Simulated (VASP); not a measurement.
# SbPt (P6_3/mmc) in VASP: a series of runs

SbPt is run at these levels: PBEsol; tasks: relaxation of shape and atoms at fixed volume.

Everything below comes from runs of VASP 6.6.1. Logs are shortened: lines on timing, memory, paths and dates and some standing lists are left out, and cuts for length are marked.

## Step 1: The cell of the first run

The structure is hexagonal, space group P6_3/mmc (No. 194). The conventional cell has a = 4.080 Å, b = 4.080 Å, c = 5.372 Å, α = 90.00°, β = 90.00°, γ = 120.00°. Sb (site symmetry -6m2) has 6 Pt at 2.71 Å and 6 Sb at 3.57 Å within 3.6 Å. Within 3.5 Å of Pt (site symmetry -3m) lie 2 Pt at 2.69 Å and 6 Sb at 2.71 Å.

## Step 2: Relaxation of shape and atoms at fixed volume, PBEsol (19.36 Å³/atom)

INCAR

```
SYSTEM = SbPt
  ALGO = Normal
  EDIFF = 1E-7
  EDIFFG = -0.01
  ENCUT = 600
  GGA = PS
  IBRION = 2
  ISIF = 4
  ISMEAR = 0
  LASPH = .True.
  LCHARG = .False.
  LREAL = .False.
  LWAVE = .False.
  NELM = 100
  NSW = 50
  PREC = Accurate
  SIGMA = 0.1
```

KPOINTS

```
k-points
0
Gamma
  12 12 8
  0 0 0
```

POSCAR

```
SbPt
1.0
    4.0799213699      0.0000000000      0.0000000000
   -2.0399606850      3.5333155518      0.0000000000
    0.0000000000      0.0000000000      5.3718862691
Sb Pt
2 2
Direct
    0.3333333333      0.6666666667      0.2500000000
    0.6666666667      0.3333333333      0.7500000000
    0.0000000000      0.0000000000      0.0000000000
    0.0000000000      0.0000000000      0.5000000000
```

Potentials or basis: VASP PAW PBE potentials, release 64 (Sb, Pt).

Command:

```
$ cat potpaw_PBE.64/Sb/POTCAR potpaw_PBE.64/Pt/POTCAR > POTCAR
$ mpirun -np 1 vasp_std > vasp.out
```

OUTCAR:

```text
SYSTEM = SbPt
   EDIFF = 1E-7
   EDIFFG = -0.01
   ENCUT = 600
   GGA = PS
   IBRION = 2
   ISIF = 4
   ISMEAR = 0
   LASPH = .True.
   LREAL = .False.
   NELM = 100
   NSW = 50
   PREC = Accurate

 ion  position               nearest neighbor table
   1  0.333  0.667  0.250-   3 2.71   4 2.71   3 2.71   4 2.71   3 2.71   4 2.71   2 3.57   2 3.57
                             2 3.57   2 3.57   2 3.57   2 3.57
   2  0.667  0.333  0.750-   3 2.71   4 2.71   3 2.71   4 2.71   3 2.71   4 2.71   1 3.57   1 3.57
                             1 3.57   1 3.57   1 3.57   1 3.57
   3  0.000  0.000  0.000-   4 2.69   4 2.69   1 2.71   2 2.71   2 2.71   1 2.71   2 2.71   1 2.71

   4  0.000  0.000  0.500-   3 2.69   3 2.69   1 2.71   2 2.71   2 2.71   1 2.71   2 2.71   1 2.71

  LATTYP: Found a hexagonal cell.
 ALAT       =     4.0799213699
 C/A-ratio  =     1.3166641663

  Lattice vectors:

 A1 = (   4.0799213699,   0.0000000000,   0.0000000000)
 A2 = (  -2.0399606850,   3.5333155518,   0.0000000000)
 A3 = (   0.0000000000,   0.0000000000,   5.3718862691)

Analysis of symmetry for initial positions (statically):
=====================================================================
 Subroutine PRICEL returns:
 Original cell was already a primitive cell.

 Routine SETGRP: Setting up the symmetry group for a
 hexagonal supercell.

 Subroutine GETGRP returns: Found 24 space group operations
 (whereof 12 operations were pure point group operations)
 out of a pool of 24 trial point group operations.

The static configuration has the point symmetry D_3d.
 The point group associated with its full space group is D_6h.

Analysis of symmetry for dynamics (positions and initial velocities):
=====================================================================
 Subroutine PRICEL returns:
 Original cell was already a primitive cell.

 Routine SETGRP: Setting up the symmetry group for a
 hexagonal supercell.

 Subroutine GETGRP returns: Found 24 space group operations
 (whereof 12 operations were pure point group operations)
 out of a pool of 24 trial point group operations.

The dynamic configuration has the point symmetry D_3d.
 The point group associated with its full space group is D_6h.

 Subroutine INISYM returns: Found 24 space group operations
 (whereof 12 operations are pure point group operations),
 and found     1 'primitive' translations

----------------------------------------------------------------------------------------

                                     Primitive cell

  volume of cell :      77.4392

  direct lattice vectors                    reciprocal lattice vectors
     4.079921370  0.000000000  0.000000000     0.245102763  0.141510146  0.000000000
    -2.039960685  3.533315552  0.000000000     0.000000000  0.283020292  0.000000000
     0.000000000  0.000000000  5.371886269     0.000000000  0.000000000  0.186154351

  length of vectors
     4.079921370  4.079921370  5.371886269     0.283020292  0.283020292  0.186154351

  position of ions in fractional coordinates (direct lattice)
     0.333333333  0.666666667  0.250000000
     0.666666667  0.333333333  0.750000000
     0.000000000  0.000000000  0.000000000
     0.000000000  0.000000000  0.500000000

  ion indices of the primitive-cell ions
   primitive index   ion index
                 1           1
                 2           2
                 3           3
                 4           4

----------------------------------------------------------------------------------------

 KPOINTS: k-points

[... 72 lines left out ...]
   NFREE  =      1    steps in history (QN), initial steepest desc. (CG)
   ISIF   =      4    stress and relaxation
   ISYM   =      2    0-nonsym 1-usesym 2-fastsym
   POTIM  = 0.5000    time-step for ionic-motion
   TEBEG  =    0.0;   TEEND  =   0.0 temperature during run
   PSTRESS=    0.0 pullay stress
   NELECT =      30.0000    total number of electrons
   NUPDOWN=      -1.0000    fix difference up-down
   EMIN   =  10.00;   EMAX   =-10.00  energy-range for DOS
   EFERMI =   0.00;   METHOD = LEGACY
   ISMEAR =     0;   SIGMA  =   0.10  broadening in eV -4-tet -1-fermi 0-gaus
   EFERMI_NEDOS =   21; number of points for ismear=-14 and -15
   IALGO  =     38    algorithm
   IMIX   =      4    mixing-type and parameters
     AMIX     =   0.40;   BMIX     =  1.00
     AMIX_MAG =   1.60;   BMIX_MAG =  1.00
  volume/ion in A,a.u.               =      19.36       130.65
  Fermi-wavevector in a.u.,A,eV,Ry     =   1.193424  2.255245 19.378258  1.424262
  Thomas-Fermi vector in A             =   2.329439
   LORBIT       =      0    0 simple, 1 ext, 2 COOP (PROOUT), +10 PAW based schemes
   GGA     = PS    functional components
   LHFCALC =     F    Hartree Fock is set to
   AEXX    =    0.0000 exact exchange contribution
   IVDW    =     0    specifies the selected vdW correction
   LEPSILON=     F    determine dielectric tensor
   LRPA    =     F    only Hartree local field effects (RPA)
 conjugate gradient relaxation of ions
 non-spin polarized calculation
 Gauss-broadening in eV      SIGMA  =   0.10
  energy-cutoff  :      600.00
  volume of cell :       77.44
 maximum number of plane-waves:      2606
 NGX is ok and might be reduce to    36
   NGX = 17   NGY = 17   NGZ = 21

--------------------------------------- Ionic step        1  -------------------------------------------

 number of electron      29.9999999 magnetization

 Free energy of the ion-electron system (eV)
  ---------------------------------------------------
  ext. energy  EPLUGINS =         0.00000000
  ---------------------------------------------------
  free energy    TOTEN  =       -24.60598280 eV

  energy without entropy =      -24.59892244  energy(sigma->0) =      -24.60245262

------------------------ aborting loop because EDIFF is reached ----------------------------------------

  FORCE on cell =-STRESS in cart. coord.  units (eV):
  Direction    XX          YY          ZZ          XY          YZ          ZX
  --------------------------------------------------------------------------------------
  -------------------------------------------------------------------------------------
  Total        4.7585796      4.7585796      5.0802280     -0.0000000      0.0000000      0.0000000
  in kB       98.4525319     98.4525319    105.1072715     -0.0000000      0.0000000      0.0000000
  external PRESSURE =     100.6707784 kB  Pullay stress =       0.0000000 kB

 VOLUME and BASIS-vectors are now :
 -----------------------------------------------------------------------------
  energy-cutoff  :      600.00
  volume of cell :       77.44
      direct lattice vectors                 reciprocal lattice vectors
     4.079921370  0.000000000  0.000000000     0.245102763  0.141510146  0.000000000
    -2.039960685  3.533315552  0.000000000     0.000000000  0.283020292  0.000000000
     0.000000000  0.000000000  5.371886269     0.000000000  0.000000000  0.186154351

 POSITION                                       TOTAL-FORCE (eV/Angst)
 -----------------------------------------------------------------------------------
     -0.00000      2.35554      1.34297        -0.000000      0.000000      0.000000
      2.03996      1.17777      4.02891         0.000000     -0.000000      0.000000
      0.00000      0.00000      0.00000         0.000000     -0.000000      0.000000
      0.00000      0.00000      2.68594        -0.000000     -0.000000      0.000000
 -----------------------------------------------------------------------------------
    total drift:                                0.000000     -0.000000      0.000000

  FREE ENERGIE OF THE ION-ELECTRON SYSTEM (eV)
  ---------------------------------------------------
  free  energy   TOTEN  =       -24.6059828046 eV

  energy  without entropy=      -24.5989224420  energy(sigma->0) =      -24.60245262

--------------------------------------- Ionic step        2  -------------------------------------------

 number of electron      29.9999999 magnetization

 Free energy of the ion-electron system (eV)
  ---------------------------------------------------
  ext. energy  EPLUGINS =         0.00000000
  ---------------------------------------------------
  free energy    TOTEN  =       -24.60639324 eV

  energy without entropy =      -24.59922087  energy(sigma->0) =      -24.60280706

 E-fermi :  10.8287     XC(G=0): -11.8202

 val. band max:       10.8220031796   @ k =   0.2500   0.0000   0.0000
 cond. band min:      10.8393835150   @ k =   0.0833   0.0000   0.1250
 fundamental gap:      0.0173803353
 Fermi energy:        10.8287295123

 k-point     1 :       0.0000    0.0000    0.0000
  band No.  band energies     occupation
      1      -2.6313      2.00000
      2       1.6353      2.00000
      3       3.3509      2.00000
      4       4.3645      2.00000
      5       4.3645      2.00000
      6       4.4063      2.00000
[... 505 lines left out ...]
      6       5.0050      2.00000
[... 11 lines left out ...]
     18      14.3480      0.00000
     19      14.4733      0.00000

 [... further k-points ...]

------------------------ aborting loop because EDIFF is reached ----------------------------------------

  FORCE on cell =-STRESS in cart. coord.  units (eV):
  Direction    XX          YY          ZZ          XY          YZ          ZX
  --------------------------------------------------------------------------------------
  -------------------------------------------------------------------------------------
  Total        4.8370265      4.8370265      4.8354140     -0.0000000      0.0000000      0.0000000
  in kB      100.0755583    100.0755583    100.0421957     -0.0000000      0.0000000      0.0000000
  external PRESSURE =     100.0644375 kB  Pullay stress =       0.0000000 kB

 VOLUME and BASIS-vectors are now :
 -----------------------------------------------------------------------------
  energy-cutoff  :      600.00
  volume of cell :       77.44
      direct lattice vectors                 reciprocal lattice vectors
     4.074652439 -0.000000000  0.000000000     0.245419705  0.141693133  0.000000000
    -2.037326220  3.528752524 -0.000000000     0.000000000  0.283386266  0.000000000
     0.000000000  0.000000000  5.385788018    -0.000000000 -0.000000000  0.185673851

 POSITION                                       TOTAL-FORCE (eV/Angst)
 -----------------------------------------------------------------------------------
     -0.00000      2.35250      1.34645        -0.000000      0.000000      0.000000
      2.03733      1.17625      4.03934         0.000000     -0.000000      0.000000
     -2.03733      3.52875     -0.00000        -0.000000     -0.000000      0.000000
      2.03733      3.52875      2.69289        -0.000000     -0.000000      0.000000
 -----------------------------------------------------------------------------------
    total drift:                                0.000000     -0.000000      0.000000

  FREE ENERGIE OF THE ION-ELECTRON SYSTEM (eV)
  ---------------------------------------------------
  free  energy   TOTEN  =       -24.6063932425 eV

  energy  without entropy=      -24.5992208749  energy(sigma->0) =      -24.60280706

 reached required accuracy - stopping structural energy minimisation
```

Run time: 4.6 min. Hardware: 1 thread of Oxide Virtual Turin-like, shared host; peak memory 0.31 GiB.

Results:

```yaml
Free_energy: -24.6064 eV
Energy_gained_by_relaxing: 0.1 meV/atom
Ionic_steps: 2
Pressure_after_relaxing: 10.0 GPa
Band_gap_on_the_k_mesh: zero (bands 15 and 16 overlap by 4.38 eV)
```

Step by step:
| step | energy change (eV) | largest force (eV/Å) | pressure (GPa) | volume (Å³) |
| --- | --- | --- | --- | --- |
| 1 | 0.0000 | 0.0000 | 10.07 | 77.44 |
| 2 | -0.0004 | 0.0000 | 10.01 | 77.44 |

Final structure:
```
CELL_PARAMETERS angstrom
4.07465 0.00000 0.00000
-2.03733 3.52875 0.00000
0.00000 0.00000 5.38579
ATOMIC_POSITIONS crystal
Sb 0.33333 0.66667 0.25000
Sb 0.66667 0.33333 0.75000
Pt 0.00000 0.00000 0.00000
Pt 0.00000 0.00000 0.50000
```

Caveat: the PAW data sets were made with another functional, which shifts forces and pressure a little; spin-orbit coupling is left out, which moves the levels of the heavy elements.

## Step 3: Relaxation of shape and atoms at fixed volume, PBEsol (19.98 Å³/atom)

This run uses another cell than the first one, of 19.98 Å³/atom.

INCAR

```
SYSTEM = SbPt
ALGO = Normal
EDIFF = 1E-6
EDIFFG = -0.01
ENCUT = 600
GGA = PS
IBRION = 2
ISIF = 4
ISMEAR = 0
LASPH = .True.
LCHARG = .False.
LREAL = .False.
LWAVE = .False.
NELM = 100
NSW = 50
PREC = Accurate
SIGMA = 0.1
```

KPOINTS is that of step 2.

POSCAR

```
SbPt
1.0
    4.1286518688      0.0000000000      0.0000000000
   -2.0643259344      3.5755174018      0.0000000000
    0.0000000000      0.0000000000      5.4132458032
Sb Pt
2 2
Direct
    0.3333333333      0.6666666667      0.2500000000
    0.6666666667      0.3333333333      0.7500000000
    0.0000000000      0.0000000000      0.0000000000
    0.0000000000      0.0000000000      0.5000000000
```

Potentials or basis: VASP PAW PBE potentials, release 64 (Sb, Pt).

Command:

```
$ cat potpaw_PBE.64/Sb/POTCAR potpaw_PBE.64/Pt/POTCAR > POTCAR
$ mpirun -np 1 vasp_std > vasp.out
```

Run time: 4.6 min. Hardware: 1 thread of Oxide Virtual Turin-like, shared host; peak memory 0.33 GiB.

The run converged. Its results:

```yaml
Free_energy: -24.7166 eV
Energy_gained_by_relaxing: 0.1 meV/atom
Ionic_steps: 2
Pressure_after_relaxing: 4.5 GPa
Band_gap_on_the_k_mesh: zero (bands 15 and 16 overlap by 4.21 eV)
```

The path:
```tsv
step	energy change (eV)	largest force (eV/Å)	pressure (GPa)	volume (Å³)
1	0.0000	0.0000	4.51	79.91
2	-0.0004	0.0000	4.45	79.91
```

Final structure:
```
Sb Pt
1.0
     4.12349    0.00000    0.00000
    -2.06174    3.57104    0.00000
     0.00000    0.00000    5.42682
Sb Pt
2 2
Direct
  0.33333 0.66667 0.25000
  0.66667 0.33333 0.75000
  0.00000 0.00000 0.00000
  0.00000 0.00000 0.50000
```

Levels at points of the mesh, in eV from the Fermi level:
```csv
k point,band 12,band 13,band 14,band 15,band 16,band 17,band 18,band 19
"(0.00, 0.00, 0.00)",-2.20,-0.14,-0.14,0.82,2.28,2.38,3.63,3.63
"(0.50, 0.00, 0.00)",-3.07,-2.80,-2.36,-2.18,-0.61,1.99,4.22,4.30
"(0.00, 0.00, 0.50)",-3.78,-1.20,-1.20,2.37,2.37,2.37,2.37,5.24
"(0.50, 0.00, 0.50)",-3.33,-3.19,-3.19,0.32,0.32,1.76,1.76,4.01
```

Caveat: the PAW data sets were made with another functional, which shifts forces and pressure a little; spin-orbit coupling is left out, which moves the levels of the heavy elements.
